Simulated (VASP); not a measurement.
Runs of VASP 6.6.1 on Y. The structure is that of space group Fm-3m (No. 225), or close to it. The cells are those of the table. This isn't the form of Y at room conditions, which is hcp.

```tsv
cell	gap on the mesh (eV)	pressure (GPa)
a = 3.532, b = 3.532, c = 3.514 Å, angles 60.2, 60.2, 59.7°, 1 atom	none	-2.3
a = 3.532, b = 3.532, c = 3.549 Å, angles 59.8, 59.8, 60.3°, 1 atom	none	(a)
a = 3.479, b = 3.479, c = 3.514 Å, angles 59.7, 59.7, 60.7°, 1 atom	none	-1.1
a = 3.532 Å, angles 59.3°, 1 atom	none	-1.9
a = 3.550, b = 3.550, c = 3.585 Å, angles 59.7, 59.7, 60.7°, 1 atom	none	-3.3
a = 3.497, b = 3.497, c = 3.479 Å, angles 60.2, 60.2, 59.7°, 1 atom	none	-1.1
a = 3.497 Å, angles 60.7°, 1 atom	none	-1.9
a = 3.479, b = 3.479, c = 3.444 Å, angles 60.3, 60.3, 59.3°, 1 atom	none	-0.2
a = 3.550, b = 3.550, c = 3.514 Å, angles 60.3, 60.3, 59.3°, 1 atom	none	-2.7
a = 3.550 Å, angles 58.7°, 1 atom	none	-1.9
a = 3.480 Å, angles 61.3°, 1 atom	none	-1.8
a = 3.497, b = 3.497, c = 3.514 Å, angles 59.8, 59.8, 60.3°, 1 atom	none	(b)
```

Alike in all rows: task single point; level LDA; potentials or basis VASP PAW LDA potentials, release 64 (Y_sv); no spin polarisation; k mesh 13 × 13 × 13; cutoff (eV) 520; smearing fermi-dirac 0.05 eV.

Problem. Estimate the missing entries.

Solution. (a) -2.6; (b) -1.5.

Caveats: the cell stands under tension (at least some runs).

A k mesh can miss the band edges, and the runs leave out spin-orbit coupling on Y.

A gap of «none» marks levels without a gap at the run's occupations.
